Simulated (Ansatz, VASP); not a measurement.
One calculation of InGa3As4, two programs

```
In Ga As
1.0
     3.96745    0.00000    0.00000
     0.00000    3.96745    0.00000
     0.00000    0.00000   11.22165
In Ga As
1 3 4
Cartesian
  0.0000 0.0000 0.0000
  1.9837 1.9837 2.8054
  0.0000 0.0000 5.6108
  1.9837 1.9837 8.4162
  1.9837 0.0000 4.2081
  0.0000 1.9837 7.0135
  1.9837 0.0000 9.8189
  0.0000 1.9837 1.4027
```

Alike in both runs: task relaxation of cell and atoms; functional PBE; k mesh 4 × 4 × 2; occupations gaussian, width 0.1 eV; no spin polarisation.

|  | VASP | Ansatz |
| --- | --- | --- |
| version | VASP 6.6.1 | Ansatz 0.2.0 |
| potentials or method | VASP PAW PBE potentials, release 64 (In_d, Ga_d, As), cutoff 600 eV | scalar-relativistic, plane waves, PAW |
| valence electrons in the cell | 72 | 112 |

|  | VASP | Ansatz | Ansatz less VASP |
| --- | --- | --- | --- |
| gap on the k mesh at the Fermi level, each at its own relaxed structure (eV) | none | none | - |
| relaxed volume (Å³/atom) | 25.28 | 25.17 | -0.101 |
| relaxed cell length with the largest relative difference (Å) | 4.171 | 4.159 | -0.0120 |

A gap of «none» marks a metal or a gap that the smearing closes. VASP's potentials hold 72 valence electrons a cell and Ansatz's 112, so a difference there can come from the potentials and not from the codes.

The k mesh is coarse, so the values compare programs but aren't converged.
